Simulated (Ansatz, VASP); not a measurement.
## CdI2 in VASP and in Ansatz

File POSCAR:

```
CdI2
1.0
    4.2470087270      0.0000000000      0.0000000000
   -2.1235043635      3.6780174477      0.0000000000
    0.0000000000      0.0000000000      6.8950251662
Cd I
1 2
Direct
    0.0000000000      0.0000000000      0.0000000000
    0.3333333333      0.6666666667      0.2493934741
    0.6666666667      0.3333333333      0.7506065259
```

Contents of INCAR.step1:

```
SYSTEM = CdI2
  ALGO = Normal
  EDIFF = 1E-5
  ENCUT = 550
  GGA = PE
  GGA_COMPAT = .FALSE.
  ISMEAR = 0
  LASPH = .TRUE.
  LCHARG = .FALSE.
  LREAL = .FALSE.
  LWAVE = .TRUE.
  NBANDS = 20
  NELM = 120
  PREC = Accurate
  SIGMA = 0.01
```

Contents of INCAR.step2:

```
SYSTEM = CdI2
  ALGO = Normal
  EDIFF = 1E-6
  ENCUT = 550
  GGA_COMPAT = .FALSE.
  ISIF = 2
  ISMEAR = 0
  ISTART = 1
  LASPH = .TRUE.
  LCHARG = .FALSE.
  LMIXTAU = .TRUE.
  LREAL = .FALSE.
  LWAVE = .FALSE.
  METAGGA = R2SCAN
  NBANDS = 20
  NELM = 120
  PREC = Accurate
  SIGMA = 0.01
```

Contents of KPOINTS:

```
k-points
0
G
  12 12 4
  0 0 0
```

Input for Ansatz:

```yaml
crystal:
  lattice:
    - [4.247008727, 0.0, 0.0]
    - [-2.1235043635, 3.6780174477, 0.0]
    - [0.0, 0.0, 6.8950251662]
  atoms:
    - { symbol: Cd, position: [0.0, 0.0, 0.0] }
    - { symbol: I, position: [0.3333333333, 0.6666666667, 0.2493934741] }
    - { symbol: I, position: [0.6666666667, 0.3333333333, 0.7506065259] }
kpoints:
  mp_grid: { grid: [12, 12, 4] }
  band_path:
    path:
      - [0.0, 0.0, 0.0]
      - [0.5, 0.0, 0.0]
      - [0.3333333333, 0.3333333333, 0.0]
      - [0.0, 0.0, 0.5]
      - [0.5, 0.0, 0.5]
      - [0.3333333333, 0.3333333333, 0.5]
      - [-0.119792, 0.119792, 0.213542]
      - [0.0, 0.455729, 0.359375]
    npoints: 1
hamiltonian:
  xc: r2scan
scf:
  occupations: { method: fixed }
  n_extra_bands: 4
output:
  forces: true
  stress: true
  eigenvalues: true
  write_density: true
  write_potential: true
  elf: true
  volumetric_format: npy
```

Alike in both runs: task single point; functional r2SCAN; k mesh 12 × 12 × 4; no spin polarisation.

|  | VASP | Ansatz |
| --- | --- | --- |
| version | VASP 6.6.1 | Ansatz 0.2.0 |
| potentials or method | VASP PAW PBE potentials, release 64 (Cd, I) | plane waves, PAW |
| plane-wave cutoff (eV) | 550 | 500 |
| occupations | gaussian, width 0.01 eV | fixed |
| valence electrons in the cell | 26 | 54 |

|  | VASP | Ansatz | Ansatz less VASP |
| --- | --- | --- | --- |
| gap on the k mesh at the Fermi level (eV) | 2.80 | 2.81 | +0.013 |
| pressure (GPa) | 0.9 | 0.8 | -0.11 |
| rms of the force components (eV/Å) | 0.009 | 0.002 | -0.0074 |

VASP's potentials were made for PBE, not for r2SCAN. Atom by atom the forces differ by 0.011 eV/Å (rms over components). VASP's potentials hold 26 valence electrons a cell and Ansatz's 54, so a difference there can come from the potentials and not from the codes.

Neither program's run includes spin-orbit coupling.
